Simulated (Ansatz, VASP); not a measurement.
NbC: VASP beside Ansatz

INCAR

```
  PREC = Accurate
  ENCUT = 600
  EDIFF = 1E-6
  ISMEAR = 0
  SIGMA = 0.15
  LREAL = False
  LASPH = True
  NELM = 120
  ALGO = Normal
  ISIF = 2
  LWAVE = False
  LCHARG = False
  GGA = PS
  NBANDS = 16
  GGA_COMPAT = False
```

KPOINTS

```
regular mesh
0
Gamma
  18 18 18
```

POSCAR

```
NbC
1.0
    0.0000000000      2.3760000000      2.3760000000
    2.3760000000      0.0000000000      2.3760000000
    2.3760000000      2.3760000000      0.0000000000
Nb C
1 1
Direct
    0.0000000000      0.0000000000      0.0000000000
    0.5000000000      0.5000000000      0.5000000000
```

Input for Ansatz:

```yaml
crystal:
  lattice:
    - [0.0, 2.376, 2.376]
    - [2.376, 0.0, 2.376]
    - [2.376, 2.376, 0.0]
  atoms:
    - { symbol: Nb, position: [0.0, 0.0, 0.0] }
    - { symbol: C, position: [0.5, 0.5, 0.5] }
basis:
  ecutwfc: 420
kpoints:
  mp_grid: { grid: [18, 18, 18] }
hamiltonian:
  xc: pbesol
scf:
  occupations: { method: gaussian, width: 0.15 }
output:
  forces: true
  stress: true
  eigenvalues: true
```

Change from the starting cell: strain +0.080 along x and y, +0.080 along z, atoms carried along.

Alike in both runs: task single point; functional PBEsol; k mesh 18 × 18 × 18; occupations gaussian, width 0.15 eV; no spin polarisation.

|  | VASP | Ansatz |
| --- | --- | --- |
| version | VASP 6.6.1 | Ansatz 0.2.0 |
| potentials or method | VASP PAW PBE potentials, release 64 (Nb_sv, C), cutoff 600 eV | scalar-relativistic, plane waves, PAW |
| valence electrons in the cell | 17 | 17 |

VASP gave:

```
gap on the k mesh at the Fermi level (eV) : none
pressure (GPa)                            : -41.7
```

Task: Estimate Ansatz's values.

Result: gap on the k mesh at the Fermi level (eV): none; pressure (GPa): -41.4.

VASP's potentials were made for PBE, not for PBEsol. A gap of «none» marks a metal or a gap that the smearing closes. Both programs put the cell under strong tension, so it lies far from rest at this level.

Noted on VASP's run: the cell as given lies far from equilibrium.
